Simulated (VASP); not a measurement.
Input of a VASP 6.6.1 run:

Contents of INCAR:

```
ALGO = Normal
EDIFF = 1E-6
ENCUT = 520
GGA = PS
ISIF = 2
ISMEAR = 0
LASPH = True
LCHARG = False
LREAL = False
LWAVE = False
NBANDS = 26
NELM = 100
PREC = Accurate
SIGMA = 0.01
```

The input KPOINTS:

```
k-points
0
Gamma
  6 6 4
```

POSCAR

```
CuI
1.0
    4.0070176261      0.0000000000      0.0000000000
    0.0000000000      4.0070176261      0.0000000000
    0.0000000000      0.0000000000      6.4740449015
Cu I
2 2
Direct
    0.0000000000      0.0000000000      0.0000000000
    0.5000000000      0.5000000000      0.0000000000
    0.0000000000      0.5000000000      0.2613408435
    0.5000000000      0.0000000000      0.7386591565
```

Potentials or basis: VASP PAW PBE potentials, release 64 (Cu, I).

Command:

```console
$ cat potpaw_PBE.64/Cu/POTCAR potpaw_PBE.64/I/POTCAR > POTCAR
$ mpirun -np 1 vasp_std > vasp.out
```

**Question.** Predict the band gap on the k mesh.

**Answer.** 1.53 eV, direct.

**Question.** Estimate the largest force.

**Answer.** 0.023 eV/Å.

Forces on the atoms (eV/Å):
```
Cu   0.000  0.000  0.000
Cu   0.000  0.000  0.000
I    0.000  0.000  0.023
I    0.000  0.000 -0.023
```

Caveat: the PAW data sets were made with another functional, which shifts forces and pressure a little; spin-orbit coupling is left out, which moves the levels of the heavy elements. A hybrid or GW would open this gap; PBEsol tends to underestimate it.
